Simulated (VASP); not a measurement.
SiC (Moissanite): single point with PBE

SiC (Moissanite):

```
Si C
1.0
     3.07600    0.00000    0.00000
    -1.53800    2.66389    0.00000
     0.00000    0.00000    4.99752
Si C
2 2
Direct
  0.33333 0.66667 0.00402
  0.66667 0.33333 0.50402
  0.33333 0.66667 0.38098
  0.66667 0.33333 0.88098
```

This cell differs from its parent crystal: z stretched by -1 %, then relaxed in part.

```
Program                : VASP 6.6.1
Task                   : single point
Functional             : PBE
Potentials or basis    : VASP PAW PBE potentials, release 64 (Si, C)
Cutoff                 : 520 eV
k mesh                 : 16 × 16 × 9
Occupations            : fermi-dirac, width 0.02 eV
Spin                   : no spin polarisation
Dipole correction      : no
Further INCAR settings : ALGO = Normal; EDIFF = 1e-06; NBANDS = 16
```

```
Pressure               : 5.7 GPa
Band gap on the k mesh : 2.40 eV, indirect (least direct gap 3.91 eV)
```

Stress tensor (GPa, compression positive):
```
4.00 0.00 0.00
0.00 4.00 0.00
0.00 0.00 8.98
```

Levels at points of the mesh, in eV from the valence-band top:
| k point | band 4 | band 5 | band 6 | band 7 | band 8 | band 9 | band 10 | band 11 | band 12 | band 13 |
| --- | --- | --- | --- | --- | --- | --- | --- | --- | --- | --- |
| (0.00, 0.00, 0.00) | -1.37 | -1.37 | -0.01 | 0.00 | 0.00 | 4.75 | 6.48 | 6.67 | 6.67 | 7.89 |
| (0.50, 0.00, 0.00) | -6.24 | -5.44 | -3.37 | -3.28 | -1.17 | 2.74 | 4.34 | 6.97 | 7.18 | 10.37 |

Wall time 53 s on 1 thread of AMD EPYC 9R45 96-Core Processor (Zen 5) (shared host), peak memory 0.18 GiB.

Caveat: the cell differs from its parent crystal (z stretched by -1 %, then relaxed in part). A k mesh can miss the band edges.
